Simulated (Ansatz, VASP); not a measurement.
# SrTiO3 in VASP and in Ansatz

```
Sr Ti O
1.0
     3.96057    3.96057    0.00000
     0.00000    3.96057    3.96057
     3.96057    0.00000    3.96057
Sr Ti O
2 2 6
Direct
  0.25000 0.25000 0.25000
  0.75000 0.75000 0.75000
  0.00000 0.00000 0.00000
  0.50000 0.50000 0.50000
  0.25000 0.75000 0.25000
  0.75000 0.25000 0.75000
  0.25000 0.25000 0.75000
  0.75000 0.75000 0.25000
  0.25000 0.75000 0.75000
  0.75000 0.25000 0.25000
```

Alike in both runs: task single point; functional PBE; k mesh 6 × 6 × 6; occupations fermi-dirac, width 0.0671 eV; no spin polarisation; Hubbard terms Ti d U = 1.23 eV.

|  | VASP | Ansatz |
| --- | --- | --- |
| version | VASP 6.6.1 | Ansatz 0.2.0 |
| potentials or method | VASP PAW PBE potentials, release 64 (Sr_sv, Ti_sv, O), cutoff 520 eV | PAW plane waves |
| valence electrons in the cell | 80 | 80 |

Ansatz gave:

```
pressure (GPa) : -2.6
```

Question: What did VASP give for the same quantities?

Answer: Pressure (GPa): -1.4.

The programs project onto different local orbitals, so the same U acts differently, and such runs can settle in different states.
